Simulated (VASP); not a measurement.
# SiO2 (P4_2/mnm) in VASP: notebook, part 2 of 2

VASP 6.6.1. The steps go on from the part before.

## Step 3: Single point, r2SCAN (strain +0.080 along x and y, +0.040 along z)

Input file POSCAR:

```
SiO2
1.0
    4.5202385623      0.0000000000      0.0000000000
    0.0000000000      4.5202385623      0.0000000000
    0.0000000000      0.0000000000      2.7754947722
Si O
2 4
Direct
    0.5000000000      0.5000000000      0.5000000000
    0.0000000000      0.0000000000      0.0000000000
    0.6938852014      0.6938852014      0.0000000000
    0.1938852014      0.8061147986      0.5000000000
    0.3061147986      0.3061147986      0.0000000000
    0.8061147986      0.1938852014      0.5000000000
```

Input file INCAR.step1:

```
SYSTEM = SiO2
PREC     = Accurate       ! precision mode
ENCUT    = 520            ! plane-wave cutoff, eV
ISMEAR   = 0              ! smearing method
SIGMA    = 0.05           ! smearing width, eV
LREAL    = .FALSE.        ! projectors in reciprocal space
LASPH    = .TRUE.         ! aspherical terms in the spheres
NELM     = 60             ! most SCF steps
NBANDS   = 25             ! bands
GGA      = PE             ! functional
ALGO     = Normal         ! electronic algorithm
EDIFF    = 1E-4           ! SCF threshold, eV
LWAVE    = .TRUE.         ! write WAVECAR
LCHARG   = .FALSE.        ! write CHGCAR
```

Input file INCAR.step2:

```
SYSTEM = SiO2
PREC     = Accurate       ! precision mode
ENCUT    = 520            ! plane-wave cutoff, eV
EDIFF    = 1E-6           ! SCF threshold, eV
ISMEAR   = 0              ! smearing method
SIGMA    = 0.05           ! smearing width, eV
LREAL    = .FALSE.        ! projectors in reciprocal space
LASPH    = .TRUE.         ! aspherical terms in the spheres
NELM     = 60             ! most SCF steps
ALGO     = Normal         ! electronic algorithm
ISIF     = 2              ! what is computed and relaxed
LWAVE    = .FALSE.        ! write WAVECAR
LCHARG   = .FALSE.        ! write CHGCAR
METAGGA  = R2SCAN         ! meta-GGA
LMIXTAU  = .TRUE.       
NBANDS   = 25             ! bands
ISTART   = 1
```

Input file KPOINTS:

```
Automatic mesh
0
G
  6 6 8
  0 0 0
```

Potentials or basis: VASP PAW PBE potentials, release 64 (Si, O).

Command:

```sh
> cat potpaw_PBE.64/Si/POTCAR potpaw_PBE.64/O/POTCAR > POTCAR
> cp INCAR.step1 INCAR
> mpirun -np 1 vasp_std > vasp.out
> cp INCAR.step2 INCAR
> mpirun -np 1 vasp_std > vasp.out
```

OUTCAR:

```text
SYSTEM = SiO2
   PREC = Accurate
   ENCUT = 520
   EDIFF = 1E-6
   ISMEAR = 0
   LREAL = .FALSE.
   LASPH = .TRUE.
   NELM = 60
   ISIF = 2
   METAGGA = R2SCAN
   ISTART = 1

 ion  position               nearest neighbor table
   1  0.500  0.500  0.500-   3 1.86   5 1.86   3 1.86   5 1.86   4 1.96   6 1.96
   2  0.000  0.000  0.000-   4 1.86   6 1.86   4 1.86   6 1.86   5 1.96   3 1.96
   3  0.694  0.694  0.000-   1 1.86   1 1.86   2 1.96
   4  0.194  0.806  0.500-   2 1.86   2 1.86   1 1.96
   5  0.306  0.306  0.000-   1 1.86   1 1.86   2 1.96
   6  0.806  0.194  0.500-   2 1.86   2 1.86   1 1.96

  LATTYP: Found a simple tetragonal cell.
 ALAT       =     4.5202385623
 C/A-ratio  =     0.6140151087

  Lattice vectors:

 A1 = (   4.5202385623,   0.0000000000,   0.0000000000)
 A2 = (   0.0000000000,   4.5202385623,   0.0000000000)
 A3 = (   0.0000000000,   0.0000000000,   2.7754947722)

Analysis of symmetry for initial positions (statically):
=====================================================================
 Subroutine PRICEL returns:
[... 185 lines left out ...]
 cond. band min:       8.6600379056   @ k =   0.0000   0.0000   0.0000
 fundamental gap:      3.3885174562
 Fermi energy:         5.4942017022

 k-point     1 :       0.0000    0.0000    0.0000
  band No.  band energies     occupation
      1     -16.3937      2.00000
      2     -13.7815      2.00000
      3     -13.7815      2.00000
      4     -13.6390      2.00000
      5      -4.6299      2.00000
      6      -0.3224      2.00000
[... 661 lines left out ...]
     24      18.4587      0.00000
     25      18.9661      0.00000

 [... further k-points ...]

------------------------ aborting loop because EDIFF is reached ----------------------------------------

  FORCE on cell =-STRESS in cart. coord.  units (eV):
  Direction    XX          YY          ZZ          XY          YZ          ZX
  --------------------------------------------------------------------------------------
  -------------------------------------------------------------------------------------
  Total      -15.1294708    -15.1294708    -14.1002692     -0.0000000      0.0000000      0.0000000
  in kB     -427.4360954   -427.4360954   -398.3592078     -0.0000000      0.0000000      0.0000000
  external PRESSURE =    -417.7437995 kB  Pullay stress =       0.0000000 kB

 VOLUME and BASIS-vectors are now :
 -----------------------------------------------------------------------------
  energy-cutoff  :      520.00
  volume of cell :       56.71
      direct lattice vectors                 reciprocal lattice vectors
     4.520238562  0.000000000  0.000000000     0.221227262  0.000000000  0.000000000
     0.000000000  4.520238562  0.000000000     0.000000000  0.221227262  0.000000000
     0.000000000  0.000000000  2.775494772     0.000000000  0.000000000  0.360296121

 POSITION                                       TOTAL-FORCE (eV/Angst)
 -----------------------------------------------------------------------------------
      2.26012      2.26012      1.38775        -0.000000     -0.000000      0.000000
      0.00000      0.00000      0.00000        -0.000000     -0.000000      0.000000
      3.13653      3.13653      0.00000        -1.089880     -1.089880     -0.000000
      0.87641      3.64383      1.38775        -1.089880      1.089880      0.000000
      1.38371      1.38371      0.00000         1.089880      1.089880      0.000000
      3.64383      0.87641      1.38775         1.089880     -1.089880     -0.000000
 -----------------------------------------------------------------------------------
    total drift:                                0.000000      0.000000      0.000000

  FREE ENERGIE OF THE ION-ELECTRON SYSTEM (eV)
  ---------------------------------------------------
  free  energy   TOTEN  =       -57.2558203350 eV

  energy  without entropy=      -57.2558203350  energy(sigma->0) =      -57.25582034
```

OUTCAR.step1:

```text
SYSTEM = SiO2
   PREC = Accurate
   ENCUT = 520
   ISMEAR = 0
   LREAL = .FALSE.
   LASPH = .TRUE.
   NELM = 60
[... 911 lines left out ...]
      0.87641      3.64383      1.38775        -0.979651      0.979651      0.000000
      1.38371      1.38371      0.00000         0.979651      0.979651      0.000000
      3.64383      0.87641      1.38775         0.979651     -0.979651      0.000000
 -----------------------------------------------------------------------------------
    total drift:                                0.000000      0.000000      0.000000

  FREE ENERGIE OF THE ION-ELECTRON SYSTEM (eV)
  ---------------------------------------------------
  free  energy   TOTEN  =       -45.3042031653 eV

  energy  without entropy=      -45.3042031653  energy(sigma->0) =      -45.30420317
```

OSZICAR.step1:

```text
N       E                     dE             d eps       ncg     rms          rms(c)
DAV:   1     0.136576211938E+03    0.13658E+03   -0.17094E+04  2516   0.120E+03
DAV:   2    -0.417884890880E+02   -0.17836E+03   -0.16963E+03  3213   0.267E+02
DAV:   3    -0.496715410652E+02   -0.78831E+01   -0.78366E+01  3308   0.545E+01
DAV:   4    -0.497309169957E+02   -0.59376E-01   -0.59357E-01  2957   0.547E+00
DAV:   5    -0.497314765816E+02   -0.55959E-03   -0.55939E-03  3340   0.507E-01    0.148E+01
DAV:   6    -0.452569733830E+02    0.44745E+01   -0.13097E+01  3059   0.239E+01    0.629E+00
DAV:   7    -0.452968613812E+02   -0.39888E-01   -0.65132E-01  3068   0.469E+00    0.267E+00
DAV:   8    -0.452986217880E+02   -0.17604E-02   -0.37532E-02  3224   0.156E+00    0.102E+00
DAV:   9    -0.453039698212E+02   -0.53480E-02   -0.11714E-02  3198   0.864E-01    0.255E-01
DAV:  10    -0.453042516816E+02   -0.28186E-03   -0.12564E-03  3138   0.229E-01    0.624E-02
DAV:  11    -0.453042031653E+02    0.48516E-04   -0.15052E-04  2328   0.889E-02
   1 F= -.45304203E+02 E0= -.45304203E+02  d E =-.957368E-17
```

Wall time 96 s (1 thread of Intel Xeon 6975P-C (Granite Rapids), shared host); peak memory 0.2 GiB.

What came out:

```
Free energy            : -57.2558 eV
Pressure               : -41.8 GPa
Largest force          : 1.541 eV/Å
Band gap on the k mesh : 3.39 eV, direct
```

Forces on the atoms (eV/Å):
```
Si   0.000  0.000  0.000
Si   0.000  0.000  0.000
O   -1.090 -1.090  0.000
O   -1.090  1.090  0.000
O    1.090  1.090  0.000
O    1.090 -1.090  0.000
```

Stress tensor (GPa, compression positive):
```
-42.74   0.00   0.00
  0.00 -42.74   0.00
  0.00   0.00 -39.84
```

Caveat: the cell differs from its parent crystal (strain +0.080 along x and y, +0.040 along z); the PAW data sets were made with another functional, which shifts forces and pressure a little.

## Step 4: Single point, r2SCAN (strain -0.080 along x and y, -0.080 along z)

Changes to POSCAR since step 3:

```diff
@@ -2,5 +2,5 @@
 1.0
-    4.5202385623      0.0000000000      0.0000000000
-    0.0000000000      4.5202385623      0.0000000000
-    0.0000000000      0.0000000000      2.7754947722
+    3.8505735901      0.0000000000      0.0000000000
+    0.0000000000      3.8505735901      0.0000000000
+    0.0000000000      0.0000000000      2.4552453754
 Si O
```

Input file INCAR.step1:

```
SYSTEM = SiO2
PREC = Accurate
ENCUT = 520
ISMEAR = 0
SIGMA = 0.05
LREAL = .False.
LASPH = .True.
NELM = 80
NBANDS = 25
GGA = PE
ALGO = Normal
EDIFF = 1E-4
LWAVE = .True.
LCHARG = .False.
```

Input file INCAR.step2:

```
SYSTEM = SiO2
PREC = Accurate
ENCUT = 520
EDIFF = 1E-6
ISMEAR = 0
SIGMA = 0.05
LREAL = .False.
LASPH = .True.
NELM = 80
ALGO = Normal
ISIF = 2
LWAVE = .False.
LCHARG = .False.
METAGGA = R2SCAN
LMIXTAU = .True.
NBANDS = 25
ISTART = 1
```

Input file KPOINTS:

```
regular mesh
0
Gamma
  6 6 8
  0 0 0
```

Command:

```sh
> cat potpaw_PBE.64/Si/POTCAR potpaw_PBE.64/O/POTCAR > POTCAR
> cp INCAR.step1 INCAR
> mpirun -np 1 vasp_std > vasp.out
> cp INCAR.step2 INCAR
> mpirun -np 1 vasp_std > vasp.out
```

It took 2 min on 1 thread of Intel Xeon Platinum 8259CL at 2.50GHz (Skylake/Cascade Lake), shared host; peak memory 0.16 GiB.

The run converged. Its results:

```yaml
Free_energy: -55.0373 eV
Pressure: 141.3 GPa
Largest_force: 2.368 eV/Å
Band_gap_on_the_k_mesh: 8.43 eV, direct
```

Forces in eV/Å, atoms in the order of the input:
```
Si   0.000  0.000  0.000
Si   0.000  0.000  0.000
O    1.674  1.674  0.000
O    1.674 -1.674  0.000
O   -1.674 -1.674  0.000
O   -1.674  1.674  0.000
```

Stress tensor (GPa, compression positive):
```
131.64   0.00   0.00
  0.00 131.64   0.00
  0.00   0.00 160.60
```

Levels at points of the mesh, in eV from the valence-band top:
```
           k point  band 13  band 14  band 15  band 16  band 17  band 18  band 19  band 20
(0.00, 0.00, 0.00)    -2.77    -1.03    -1.03     0.00     8.43    11.65    11.82    11.82
(0.50, 0.00, 0.00)    -3.33    -3.33    -1.38    -1.38    11.18    11.18    12.90    12.90
(0.50, 0.50, 0.00)    -3.30    -3.30    -3.27    -3.27    11.25    11.25    13.62    13.62
(0.00, 0.00, 0.50)    -4.51    -4.51    -3.74    -3.74    13.54    13.54    16.13    16.13
(0.50, 0.00, 0.50)    -2.98    -2.98    -2.52    -2.52    11.91    11.91    13.97    13.97
(0.50, 0.50, 0.50)    -2.29    -2.29    -2.25    -2.25    11.74    11.74    13.76    13.76
```

Caveat: the cell differs from its parent crystal (strain -0.080 along x and y, -0.080 along z); the PAW data sets were made with another functional, which shifts forces and pressure a little. A k mesh can miss the band edges.

## Step 5: Single point, r2SCAN (strain -0.080 along x and y, -0.040 along z)

Changes to POSCAR since step 4:

```diff
@@ -4,3 +4,3 @@
     0.0000000000      3.8505735901      0.0000000000
-    0.0000000000      0.0000000000      2.4552453754
+    0.0000000000      0.0000000000      2.5619951744
 Si O
```

Input file INCAR.step1:

```
SYSTEM = SiO2
PREC = Accurate
ENCUT = 520
ISMEAR = 0
SIGMA = 0.05
LREAL = .FALSE.
LASPH = .TRUE.
NELM = 100
NBANDS = 25
GGA = PE
ALGO = Normal
EDIFF = 1E-4
LWAVE = .TRUE.
LCHARG = .FALSE.
```

Input file INCAR.step2:

```
SYSTEM = SiO2
PREC = Accurate
ENCUT = 520
EDIFF = 1E-6
ISMEAR = 0
SIGMA = 0.05
LREAL = .FALSE.
LASPH = .TRUE.
NELM = 100
ALGO = Normal
ISIF = 2
LWAVE = .FALSE.
LCHARG = .FALSE.
METAGGA = R2SCAN
LMIXTAU = .TRUE.
NBANDS = 25
ISTART = 1
```

Input file KPOINTS:

```
Automatic mesh
0
G
  6 6 8
  0 0 0
```

Command:

```sh
> cat potpaw_PBE.64/Si/POTCAR potpaw_PBE.64/O/POTCAR > POTCAR
> cp INCAR.step1 INCAR
> mpirun -np 1 vasp_std > vasp.out
> cp INCAR.step2 INCAR
> mpirun -np 1 vasp_std > vasp.out
```

It took 2.1 min on 1 thread of Intel Xeon Platinum 8259CL at 2.50GHz (Skylake/Cascade Lake), shared host; peak memory 0.17 GiB.

It converged, with:

```
Free energy            : -56.3075 eV
Pressure               : 105.1 GPa
Largest force          : 1.685 eV/Å
Band gap on the k mesh : 7.64 eV, direct
```

Forces in eV/Å, atoms in the order of the input:
```
Si   0.000  0.000  0.000
Si   0.000  0.000  0.000
O    1.191  1.191  0.000
O    1.191 -1.191  0.000
O   -1.191 -1.191  0.000
O   -1.191  1.191  0.000
```

Stress tensor (GPa, compression positive):
```
108.66   0.00   0.00
  0.00 108.66   0.00
  0.00   0.00  98.11
```

Levels at points of the mesh, in eV from the valence-band top:
| k point | band 13 | band 14 | band 15 | band 16 | band 17 | band 18 | band 19 | band 20 |
| --- | --- | --- | --- | --- | --- | --- | --- | --- |
| (0.00, 0.00, 0.00) | -2.91 | -0.93 | -0.93 | 0.00 | 7.64 | 10.43 | 10.66 | 10.66 |
| (0.50, 0.00, 0.00) | -3.40 | -3.40 | -1.27 | -1.27 | 10.30 | 10.30 | 11.75 | 11.75 |
| (0.50, 0.50, 0.00) | -3.28 | -3.28 | -2.90 | -2.90 | 10.34 | 10.34 | 12.70 | 12.70 |
| (0.00, 0.00, 0.50) | -4.38 | -4.38 | -3.48 | -3.48 | 13.13 | 13.13 | 15.92 | 15.92 |
| (0.50, 0.00, 0.50) | -2.70 | -2.70 | -2.32 | -2.32 | 11.84 | 11.84 | 13.92 | 13.92 |
| (0.50, 0.50, 0.50) | -2.06 | -2.06 | -2.02 | -2.02 | 11.34 | 11.34 | 13.62 | 13.62 |

Caveat: the cell differs from its parent crystal (strain -0.080 along x and y, -0.040 along z); the PAW data sets were made with another functional, which shifts forces and pressure a little.

## Step 6: Summary

| cell | gap on the mesh (eV) | pressure (GPa) | largest force (eV/Å) |
| --- | --- | --- | --- |
| a = 4.353, b = 4.353, c = 2.882 Å, 6 atoms | 3.69 | -38.7 | 0.44 |
| a = 4.520, b = 4.520, c = 2.775 Å, 6 atoms | 3.39 | -41.8 | 1.54 |
| a = 3.851, b = 3.851, c = 2.455 Å, 6 atoms | 8.43 | 141.3 | 2.37 |
| a = 3.851, b = 3.851, c = 2.562 Å, 6 atoms | 7.64 | 105.1 | 1.68 |

Alike in all rows: task single point; level r2SCAN; potentials or basis VASP PAW PBE potentials, release 64 (Si, O); no spin polarisation; k mesh 6 × 6 × 8; cutoff (eV) 520; smearing gaussian 0.05 eV.

Caveats: the PAW data sets were made with another functional, which shifts forces and pressure a little.

Absolute energies hang on the potentials; compare differences alone.
